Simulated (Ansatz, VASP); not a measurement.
## KBr in VASP and in Ansatz

```xyz
2
Lattice="0.0000 3.2102 3.2102 3.2102 0.0000 3.2102 3.2102 3.2102 0.0000" Properties=species:S:1:pos:R:3 pbc="T T T"
K     0.0000    0.0000    0.0000
Br    3.2102    3.2102    3.2102
```

Change from the starting cell: strain -0.025 along x and y, -0.025 along z, atoms carried along.

Alike in both runs: task single point; functional PBE; k mesh 6 × 6 × 6; occupations gaussian, width 0.05 eV; no spin polarisation.

|  | VASP | Ansatz |
| --- | --- | --- |
| version | VASP 6.6.1 | Ansatz 0.2.0 |
| potentials or method | VASP PAW PBE potentials, release 64 (K_sv, Br), cutoff 520 eV | scalar-relativistic, plane waves, PAW |
| valence electrons in the cell | 16 | 16 |

|  | VASP | Ansatz | Ansatz less VASP |
| --- | --- | --- | --- |
| gap on the k mesh at the Fermi level (eV) | 4.67 | 4.67 | +0.002 |
| least direct gap on the mesh (eV) | 4.67 | 4.67 | +0.002 |
| pressure (GPa) | 2.5 | 2.4 | -0.06 |
